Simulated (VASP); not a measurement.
BaTe:

```
CELL_PARAMETERS angstrom
0.00000 3.41000 3.41000
3.41000 0.00000 3.41000
3.41000 3.41000 0.00000
ATOMIC_POSITIONS crystal
Ba 0.00000 0.00000 0.00000
Te 0.50000 0.50000 0.50000
```

* Program: VASP 6.6.1
* Task: relaxation of cell and atoms
* Functional: PBEsol
* Potentials or basis: VASP PAW PBE potentials, release 64 (Ba_sv, Te)
* Cutoff: 600 eV
* k mesh: 10 × 10 × 10
* Occupations: fermi-dirac, width 0.05 eV
* Spin: no spin polarisation

At the start: pressure 2.4 GPa; volume 39.65 Å³/atom.

How do energy, volume and symmetry change on relaxing?

Over 10 steps the energy falls by 18.5 meV/atom and the volume is 42.31 Å³/atom (+6.7 %); space group Fm-3m (No. 225, to 0.05 Å).

The path:
```
step  energy change (eV)  largest force (eV/Å)  pressure (GPa)  volume (Å³)
   1              0.0000                0.0000            2.37        79.30
   2             -0.0339                0.0000           -0.58        86.23
   3             -0.0369                0.0000            0.01        84.58
   4             -0.0369                0.0000           -0.02        84.69
   5             -0.0369                0.0000           -0.01        84.62
   6             -0.0369                0.0000            0.01        84.56
   7             -0.0369                0.0000            0.01        84.59
   8             -0.0369                0.0000            0.02        84.60
   9             -0.0369                0.0000            0.02        84.61
  10             -0.0369                0.0000            0.00        84.62
```

Final structure:
```yaml
crystal:
  lattice:
    - [0.00000, 3.48449, 3.48449]
    - [3.48449, 0.00000, 3.48449]
    - [3.48449, 3.48449, 0.00000]
  atoms:
    - { symbol: Ba, position: [0.00000, 0.00000, 0.00000] }
    - { symbol: Te, position: [0.50000, 0.50000, 0.50000] }
```

Caveat: the PAW data sets were made with another functional, which shifts forces and pressure a little.
